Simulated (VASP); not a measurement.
Here is a VASP 6.6.1 calculation.

INCAR

```
  PREC = Accurate
  ENCUT = 520
  EDIFF = 1E-6
  ISMEAR = -1
  SIGMA = 0.05
  LREAL = Auto
  LASPH = T
  NELM = 100
  ALGO = Normal
  ISIF = 2
  LWAVE = F
  LCHARG = T
  GGA = PS
  LELF = T
  LVHAR = T
  NBANDS = 60
```

File KPOINTS:

```
regular mesh
0
Gamma
  4 4 4
```

Contents of POSCAR:

```
Li3OF
1.0
    3.4909883138      3.4911388045      0.0003546726
   -3.5460276568      3.5458917114     -0.0000041129
   -0.0003386102     -0.0003557595      7.0736397299
F O Li
4 4 12
Direct
   -0.0048298259     -0.0220127194     -0.0321370423
    0.0024798567      0.0236403585      0.4678648046
    0.5024761569      0.4779833888     -0.0321358530
    0.4951716200      0.5236376944      0.4678586616
    0.4979381206     -0.0216603784      0.2364748328
    0.4997115957      0.0232839112      0.7364757747
    0.9997143739      0.4783410667      0.2364763155
    0.9979347532      0.5232795513      0.7364750461
    0.3731636525      0.0794930075     -0.0051446606
    0.2070678261      0.7622669000      0.3276399694
    0.2905832351      0.2622649146      0.3276413791
    0.6244821557     -0.0778633427      0.4948543461
    0.1589814860      0.8652790069      0.6955124556
    0.3386705928      0.3652843434      0.6955122391
    1.1244789515      0.5794864464     -0.0051465634
    0.8386720506      0.1363405121      0.1955143118
    0.6589819609      0.6363390128      0.1955094655
    0.8731608764      0.4221343244      0.4948549914
    0.7905793867      0.2393596514      0.8276457733
    0.7070639496      0.7393571241      0.8276419953
```

Potentials or basis: VASP PAW PBE potentials, release 64 (F, O, Li_sv).

Launch:

```bash
$ cat potpaw_PBE.64/F/POTCAR potpaw_PBE.64/O/POTCAR potpaw_PBE.64/Li_sv/POTCAR > POTCAR
$ mpirun -np 1 vasp_std > vasp.out
```

Q: Predict the largest force.

A: 0.017 eV/Å.

Q: Predict the band gap on the k mesh.

A: 5.02 eV.

Forces in eV/Å, atoms in the order of the input:
```
F    0.009 -0.011 -0.005
F   -0.011  0.011 -0.004
F    0.011 -0.011 -0.004
F   -0.011  0.009 -0.005
O    0.004 -0.002 -0.005
O   -0.005  0.002 -0.005
O    0.002 -0.005 -0.005
O   -0.002  0.004 -0.005
Li  -0.015  0.004 -0.005
Li   0.001  0.006  0.016
Li  -0.004 -0.002  0.016
Li   0.016 -0.004 -0.006
Li  -0.014 -0.002 -0.002
Li   0.003  0.014  0.000
Li  -0.004  0.016 -0.006
Li   0.014  0.003  0.000
Li  -0.002 -0.014 -0.002
Li   0.004 -0.015 -0.005
Li  -0.002 -0.004  0.016
Li   0.006  0.001  0.016
```

Caveat: the PAW data sets were made with another functional, which shifts forces and pressure a little. A k mesh can miss the band edges.
